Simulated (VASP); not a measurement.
Here is a VASP 6.6.1 calculation.

Contents of INCAR:

```
SYSTEM = GaP
PREC = Accurate ; ENCUT = 520
EDIFF = 1E-6 ; ISMEAR = -1
SIGMA = 0.05 ; LREAL = .FALSE.
LASPH = .TRUE. ; NELM = 60
ALGO = Normal ; ISIF = 2
LWAVE = .FALSE. ; LCHARG = .TRUE.
GGA = PE ; LELF = .TRUE.
LVHAR = .TRUE. ; NBANDS = 16
```

KPOINTS

```
regular mesh
0
G
  10 10 10
  0 0 0
```

The input POSCAR:

```
GaP
1.0
    0.0000000000      2.7252500000      2.7525025000
    2.7252500000      0.0000000000      2.7525025000
    2.7252500000      2.7252500000      0.0000000000
Ga P
1 1
Direct
    0.0000000000      0.0000000000      0.0000000000
    0.7500000000      0.7500000000      0.7500000000
```

Potentials or basis: VASP PAW PBE potentials, release 64 (Ga_d, P).

Launch:

```sh
$ cat potpaw_PBE.64/Ga_d/POTCAR potpaw_PBE.64/P/POTCAR > POTCAR
$ mpirun -np 1 vasp_std > vasp.out
```

**Question.** Predict the band gap on the k mesh.

**Answer.** 1.57 eV (least direct gap 1.72 eV).

**Question.** What does it give for the pressure?

**Answer.** 1.6 GPa.

Stress tensor (GPa, compression positive):
```
1.82 0.00 0.00
0.00 1.82 0.00
0.00 0.00 1.08
```

Caveat: the cell differs from its parent crystal (zz strain of +1 %). A k mesh can miss the band edges.
